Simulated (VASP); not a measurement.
Hf, 2 atoms in the cell. It takes space group P6_3/mmc (No. 194, hexagonal). Conventional cell: a = 3.204 Å, b = 3.204 Å, c = 5.068 Å, α = 90.00°, β = 90.00°, γ = 120.00°. Within 4.1 Å of Hf (site symmetry -6m2) lie 12 Hf at 3.14 to 3.20 Å. 

| Item | Value |
| --- | --- |
| Program | VASP 6.6.1 |
| Task | single point |
| Functional | PBE |
| Potentials or basis | VASP PAW PBE potentials, release 64 (Hf_pv) |
| Cutoff | 520 eV |
| k mesh | 18 × 18 × 8 |
| Occupations | gaussian, width 0.1 eV |
| Spin | no spin polarisation |
| Dipole correction | no |
| Further INCAR settings | ALGO = Fast; EDIFF = 1e-06; NBANDS = 17 |

Potentials or basis: VASP PAW PBE potentials, release 64 (Hf_pv).

Run with:

```sh
$ cat potpaw_PBE.64/Hf_pv/POTCAR > POTCAR
$ mpirun -np 1 vasp_std > vasp.out
```

Hardware: 1 thread of AMD EPYC 9R45 96-Core Processor (Zen 5), with other jobs on the host.

Q: How long does it take, and how much memory?

A: Wall time 64 s on 1 thread of AMD EPYC 9R45 96-Core Processor (Zen 5), with other jobs on the host, peak memory 0.21 GiB. Counts: scf iterations 14, k points 185.
